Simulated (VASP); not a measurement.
Set up this calculation in VASP 6.6.1, as the native input.

```yaml
Task: single point
Functional: r2SCAN
Potentials_or_basis: VASP PAW PBE potentials, release 64 (N, Sb, La)
Cutoff: 520 eV
k_mesh: 7 × 7 × 7
Occupations: fermi-dirac, width 0.1 eV
Spin: no spin polarisation
Dipole_correction: no
Further_INCAR_settings: ALGO = Normal; EDIFF = 1e-06; NBANDS = 26
```

The system is La2SbN2.

```
N Sb La
1.0
     0.00000    4.05300    0.00000
     4.05300    0.00000    0.00000
     2.02650    2.02650   -7.44307
N Sb La
2 1 2
Direct
  0.25000 0.75000 0.50000
  0.75000 0.25000 0.50000
  0.00000 0.00000 0.00000
  0.33260 0.33260 0.33480
  0.66740 0.66740 0.66520
```

The input as run:

POSCAR

```
La2SbN2
1.0
    0.0000000000      4.0530034761      0.0000001465
    4.0530034761      0.0000000000      0.0000001465
    2.0265020071      2.0265020071     -7.4430694521
N Sb La
2 1 2
Direct
    0.2500000000      0.7500000000      0.5000000000
    0.7500000000      0.2500000000      0.5000000000
    0.0000000000      0.0000000000      0.0000000000
    0.3325989628      0.3325989628      0.3348020744
    0.6674010372      0.6674010372      0.6651979256
```

INCAR.step1

```
SYSTEM = La2SbN2
  ALGO = Normal
  EDIFF = 1E-4
  ENCUT = 520
  GGA = PE
  ISMEAR = -1
  LASPH = .TRUE.
  LCHARG = .FALSE.
  LREAL = .FALSE.
  LWAVE = .TRUE.
  NBANDS = 26
  NELM = 80
  PREC = Accurate
  SIGMA = 0.1
```

INCAR.step2

```
SYSTEM = La2SbN2
  ALGO = Normal
  EDIFF = 1E-6
  ENCUT = 520
  ISIF = 2
  ISMEAR = -1
  ISTART = 1
  LASPH = .TRUE.
  LCHARG = .FALSE.
  LMIXTAU = .TRUE.
  LREAL = .FALSE.
  LWAVE = .FALSE.
  METAGGA = R2SCAN
  NBANDS = 26
  NELM = 80
  PREC = Accurate
  SIGMA = 0.1
```

KPOINTS

```
k-points
0
G
  7 7 7
  0 0 0
```

Potentials or basis: VASP PAW PBE potentials, release 64 (N, Sb, La).

Launch:

```bash
$ cat potpaw_PBE.64/N/POTCAR potpaw_PBE.64/Sb/POTCAR potpaw_PBE.64/La/POTCAR > POTCAR
$ cp INCAR.step1 INCAR
$ mpirun -np 1 vasp_std > vasp.out
$ cp INCAR.step2 INCAR
$ mpirun -np 1 vasp_std > vasp.out
```

It gave:

- Pressure: -0.2 GPa
- Largest force: 0.024 eV/Å
- Band gap on the k mesh: zero (an odd number of electrons rules out a gap without spin polarisation)

Caveat: the PAW data sets were made with another functional, which shifts forces and pressure a little; spin-orbit coupling is left out, which moves the levels of the heavy elements.

Wall time 12 min on 1 thread of Intel(R) Xeon(R) Platinum 8488C (Sapphire Rapids), on a shared host, peak memory 0.33 GiB.
